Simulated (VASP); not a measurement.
# NiMoIrPdW (P3m1) in VASP: notebook

Aim: see how the results for NiMoIrPdW move with the level of theory and the settings. Levels: RPBE, revPBE. Tasks: single point.

Program: VASP 6.6.1. These are calculated values, not measurements. Logs are shortened: lines on timing, memory, paths and dates and some standing lists are left out, and cuts for length are marked.

## Step 1: The cell of the first run

It takes space group P3m1 (No. 156, trigonal). The conventional cell has a = 2.761 Å, b = 2.761 Å, c = 11.341 Å, α = 90.00°, β = 90.00°, γ = 120.00°. Within 3.4 Å of Ni (site symmetry 3m) lie 3 W at 2.59 Å and 3 Pd at 2.68 Å and 6 Ni at 2.76 Å. Within 3.5 Å of Mo (site symmetry 3m) lie 3 Ir at 2.66 Å and 1 W at 2.66 Å and 6 Mo at 2.76 Å. Within 3.5 Å of Pd (site symmetry 3m) lie 3 Ni at 2.68 Å and 6 Pd at 2.76 Å and 3 Ir at 2.84 Å. Within 3.5 Å of Ir (site symmetry 3m) lie 3 Mo at 2.66 Å and 6 Ir at 2.76 Å and 3 Pd at 2.84 Å. Within 3.4 Å of W (site symmetry 3m) lie 3 Ni at 2.59 Å and 1 Mo at 2.66 Å and 6 W at 2.76 Å.

## Step 2: Single point, RPBE, collinear spin, ferromagnetic start

Contents of INCAR:

```
SYSTEM = NiMoIrPdW
PREC     = Accurate       ! precision mode
ENCUT    = 520            ! plane-wave cutoff, eV
EDIFF    = 1E-6           ! SCF threshold, eV
ISMEAR   = -1             ! smearing method
SIGMA    = 0.05           ! smearing width, eV
LREAL    = .FALSE.        ! projectors in reciprocal space
LASPH    = .TRUE.         ! aspherical terms in the spheres
NELM     = 150            ! most SCF steps
ALGO     = Normal         ! electronic algorithm
ISIF     = 2              ! what is computed and relaxed
LWAVE    = .FALSE.        ! write WAVECAR
LCHARG   = .FALSE.        ! write CHGCAR
ISPIN    = 2              ! spin polarisation
MAGMOM   = 1 1 0 0.6 0    ! initial moments
LORBIT   = 11             ! projections on sites
LMAXMIX  = 4              ! l up to which the mixer works
GGA      = RP             ! functional
NBANDS   = 40             ! bands
```

Contents of KPOINTS:

```
regular mesh
0
G
  8 8 2
  0 0 0
```

Contents of POSCAR:

```
NiMoIrPdW
1.0
    2.7607800000      0.0000000000      0.0000000000
   -1.3803900000      2.3909000000      0.0000000000
    0.0000000000      0.0000000000     11.3405100000
Ni Mo Pd Ir W
1 1 1 1 1
Direct
    0.0000000000      0.0000000000      0.7091700000
    0.6666700000      0.3333300000      0.2942500000
    0.6666700000      0.3333300000      0.8990100000
    0.0000000000      0.0000000000      0.1060400000
    0.6666700000      0.3333300000      0.5292100000
```

Potentials or basis: VASP PAW PBE potentials, release 64 (Ni, Mo_sv, Pd, Ir, W_sv).

Command:

```sh
cat potpaw_PBE.64/Ni/POTCAR potpaw_PBE.64/Mo_sv/POTCAR potpaw_PBE.64/Pd/POTCAR potpaw_PBE.64/Ir/POTCAR potpaw_PBE.64/W_sv/POTCAR > POTCAR
mpirun -np 1 vasp_std > vasp.out
```

OUTCAR:

```text
SYSTEM = NiMoIrPdW
   PREC = Accurate
   ENCUT = 520
   EDIFF = 1E-6
   ISMEAR = -1
   LREAL = .FALSE.
   LASPH = .TRUE.
   NELM = 150
   ISIF = 2
   ISPIN = 2
   LORBIT = 11
   GGA = RP

 ion  position               nearest neighbor table
   1  0.000  0.000  0.709-   5 2.59   5 2.59   5 2.59   3 2.68   3 2.68   3 2.68
   2  0.667  0.333  0.294-   4 2.66   4 2.66   4 2.66   5 2.66
   3  0.667  0.333  0.899-   1 2.68   1 2.68   1 2.68   4 2.84   4 2.84   4 2.84
   4  0.000  0.000  0.106-   2 2.66   2 2.66   2 2.66   3 2.84   3 2.84   3 2.84
   5  0.667  0.333  0.529-   1 2.59   1 2.59   1 2.59   2 2.66

  LATTYP: Found a hexagonal cell.
 ALAT       =     2.7607800000
 C/A-ratio  =     4.1077195575

  Lattice vectors:

 A1 = (   2.7607800000,   0.0000000000,   0.0000000000)
 A2 = (  -1.3803900000,   2.3909000000,   0.0000000000)
 A3 = (   0.0000000000,   0.0000000000,  11.3405100000)

Analysis of symmetry for initial positions (statically):
=====================================================================
 Subroutine PRICEL returns:
 Original cell was already a primitive cell.

 Routine SETGRP: Setting up the symmetry group for a
 hexagonal supercell.

 Subroutine GETGRP returns: Found  2 space group operations
 (whereof  2 operations were pure point group operations)
 out of a pool of 24 trial point group operations.

The static configuration has the point symmetry C_1h.

Analysis of symmetry for dynamics (positions and initial velocities):
=====================================================================
 Subroutine PRICEL returns:
 Original cell was already a primitive cell.

 Routine SETGRP: Setting up the symmetry group for a
 hexagonal supercell.

 Subroutine GETGRP returns: Found  2 space group operations
 (whereof  2 operations were pure point group operations)
 out of a pool of 24 trial point group operations.

The dynamic configuration has the point symmetry C_1h.

Analysis of structural, dynamic, and magnetic symmetry:
=====================================================================
 Subroutine PRICEL returns:
 Original cell was already a primitive cell.

 Routine SETGRP: Setting up the symmetry group for a
 hexagonal supercell.

 Subroutine GETGRP returns: Found  2 space group operations
 (whereof  2 operations were pure point group operations)
 out of a pool of 24 trial point group operations.

The overall configuration has the point symmetry C_1h.

 Subroutine INISYM returns: Found  2 space group operations
 (whereof  2 operations are pure point group operations),
 and found     1 'primitive' translations
[... 132 lines left out ...]
 spin polarized calculation
  energy-cutoff  :      520.00
  volume of cell :       74.86
 maximum number of plane-waves:      2042
 NGX is ok and might be reduce to    24
   NGX = 11   NGY = 11   NGZ = 43

 number of electron      56.9999995 magnetization       0.0028966

 number of electron      56.9999995 magnetization      -0.0010079

 Free energy of the ion-electron system (eV)
  ---------------------------------------------------
  ext. energy  EPLUGINS =         0.00000000
  ---------------------------------------------------
  free energy    TOTEN  =       -39.36580598 eV

  energy without entropy =      -39.32442342  energy(sigma->0) =      -39.34511470

 E-fermi :  10.1381     XC(G=0): -13.0927

 val. band max:       10.1045431698   @ k =   0.5000   0.0000   0.5000
 cond. band min:      10.1524033570   @ k =   0.0000   0.0000   0.5000
 fundamental gap:      0.0478601872
 Fermi energy:        10.1381109529

 spin component 1

 k-point     1 :       0.0000    0.0000    0.0000
  band No.  band energies     occupation
      1     -63.8008      1.00000
      2     -50.9130      1.00000
      3     -28.1437      1.00000
      4     -27.3969      1.00000
      5     -27.3969      1.00000
      6     -25.0245      1.00000
[... 1021 lines left out ...]
     39      18.1547      0.00000
     40      22.0152      0.00000

 [... further k-points ...]

 spin component 2

 k-point     1 :       0.0000    0.0000    0.0000
  band No.  band energies     occupation
      1     -63.8007      1.00000
      2     -50.9130      1.00000
      3     -28.1435      1.00000
      4     -27.3967      1.00000
      5     -27.3967      1.00000
      6     -25.0245      1.00000
[... 1021 lines left out ...]
     39      18.1546      0.00000
     40      22.0153      0.00000

 [... further k-points ...]

------------------------ aborting loop because EDIFF is reached ----------------------------------------

  FORCE on cell =-STRESS in cart. coord.  units (eV):
  Direction    XX          YY          ZZ          XY          YZ          ZX
  --------------------------------------------------------------------------------------
  -------------------------------------------------------------------------------------
  Total        2.0454485      2.0453526      2.0988096     -0.0000748      0.0000306     -0.0000532
  in kB       43.7797564     43.7777033     44.9218691     -0.0016000      0.0006558     -0.0011377
  external PRESSURE =      44.1597763 kB  Pullay stress =       0.0000000 kB

 VOLUME and BASIS-vectors are now :
 -----------------------------------------------------------------------------
  energy-cutoff  :      520.00
  volume of cell :       74.86
      direct lattice vectors                 reciprocal lattice vectors
     2.760780000  0.000000000  0.000000000     0.362216475  0.209126270  0.000000000
    -1.380390000  2.390900000  0.000000000     0.000000000  0.418252541  0.000000000
     0.000000000  0.000000000 11.340510000     0.000000000  0.000000000  0.088179456

 POSITION                                       TOTAL-FORCE (eV/Angst)
 -----------------------------------------------------------------------------------
      0.00000      0.00000      8.04235         0.000029     -0.000017      0.098090
      1.38040      0.79696      3.33695        -0.000053      0.000030      0.330052
      1.38040      0.79696     10.19523        -0.000024      0.000014      0.011946
      0.00000      0.00000      1.20255         0.000064     -0.000037     -0.335105
      1.38040      0.79696      6.00151        -0.000017      0.000010     -0.104982
 -----------------------------------------------------------------------------------
    total drift:                                0.000005      0.000008      0.000186

  FREE ENERGIE OF THE ION-ELECTRON SYSTEM (eV)
  ---------------------------------------------------
  free  energy   TOTEN  =       -39.3658059774 eV

  energy  without entropy=      -39.3244234192  energy(sigma->0) =      -39.34511470

 total charge

# of ion       s       p       d       tot
------------------------------------------
    1        0.456   0.418   8.322   9.196
    2        2.371   6.188   3.994  12.553
    3        0.500   0.478   8.494   9.472
    4        0.687   0.651   6.965   8.303
    5        2.437   6.274   3.367  12.078
--------------------------------------------------
tot          6.451  14.008  31.143  51.602

 magnetization (x)

# of ion       s       p       d       tot
------------------------------------------
    1       -0.000   0.000  -0.001  -0.001
    2        0.000   0.000   0.000   0.000
    3       -0.000  -0.000  -0.000  -0.000
    4       -0.000  -0.000  -0.000  -0.000
    5        0.000   0.000   0.000   0.000
--------------------------------------------------
tot         -0.000  -0.000  -0.001  -0.001
```

It took 11 min on 1 thread of Intel Xeon 8259CL, shared host; peak memory 0.41 GiB.

Results:

```
Free energy                                           : -39.3658 eV
Pressure                                              : 4.4 GPa
Largest force                                         : 0.335 eV/Å
Net moment                                            : 0.00 μB per cell
Valence electrons inside the program's atomic spheres : Ni 9.20; Mo 12.55; Pd 9.47; Ir 8.30; W 12.08
```

Forces on the atoms (eV/Å):
```
Ni   0.000  0.000  0.098
Mo   0.000  0.000  0.330
Pd   0.000  0.000  0.012
Ir   0.000  0.000 -0.335
W    0.000  0.000 -0.105
```

Stress tensor (GPa, compression positive):
```
4.38 0.00 0.00
0.00 4.38 0.00
0.00 0.00 4.49
```

Caveat: the cell stands under pressure; the PAW data sets were made with another functional, which shifts forces and pressure a little; spin-orbit coupling is left out, which moves the levels of the heavy elements.

(Continued in part 2 of 2.)
